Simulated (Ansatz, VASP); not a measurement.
## KCl in VASP and in Ansatz

File INCAR:

```
PREC = Accurate
ENCUT = 520
EDIFF = 1E-8
ISMEAR = -1
SIGMA = 0.03
LREAL = False
LASPH = True
NELM = 80
ALGO = Normal
ISIF = 2
LWAVE = False
LCHARG = False
GGA = CA
LEFG = True
NBANDS = 15
```

File KPOINTS:

```
regular mesh
0
Gamma
  7 7 7
```

The input POSCAR:

```
KCl
1.0
    0.0000000000      3.1561000000      3.1561000000
    3.1561000000      0.0000000000      3.1561000000
    3.1561000000      3.1561000000      0.0000000000
K Cl
1 1
Direct
    0.0000000000      0.0000000000      0.0000000000
    0.5000000000      0.5000000000      0.5000000000
```

Input for Ansatz:

```yaml
crystal:
  lattice:
    - [0.0, 3.1561, 3.1561]
    - [3.1561, 0.0, 3.1561]
    - [3.1561, 3.1561, 0.0]
  atoms:
    - { symbol: K, position: [0.0, 0.0, 0.0] }
    - { symbol: Cl, position: [0.5, 0.5, 0.5] }
kpoints:
  mp_grid: { grid: [7, 7, 7] }
  band_path:
    path:
      - [0.0, 0.0, 0.0]
      - [0.5, 0.0, 0.5]
      - [0.625, 0.25, 0.625]
      - [0.375, 0.375, 0.75]
      - [0.0, 0.0, 0.0]
      - [0.5, 0.5, 0.5]
      - [0.5, 0.25, 0.75]
      - [0.5, 0.0, 0.5]
    npoints: 8
scf:
  occupations: { method: fermi_dirac, width: 0.03 }
hamiltonian:
  xc: lda
  pseudopotentials: { kind: all_electron, datasets: crystal }
output:
  forces: true
  stress: true
  eigenvalues: true
  efg: { contact_densities: true }
```

Alike in both runs: task electric field gradients; functional LDA; k mesh 7 × 7 × 7; occupations fermi-dirac, width 0.03 eV; no spin polarisation.

|  | VASP | Ansatz |
| --- | --- | --- |
| version | VASP 6.6.1 | Ansatz 0.2.0 |
| potentials or method | VASP PAW LDA potentials, release 64 (K_sv, Cl), cutoff 520 eV | all-electron PAW with datasets made for the crystal, scalar-relativistic |

```tsv
	VASP	Ansatz	Ansatz less VASP
gap on the k mesh at the Fermi level (eV)	4.72	4.71	-0.004
pressure (GPa)	-2.0	-2.1	-0.04
```

LDA's correlation is that of Perdew and Zunger in VASP and of Perdew and Wang (1992) in Ansatz. Ansatz ran all-electron here, and VASP with PAW potentials.
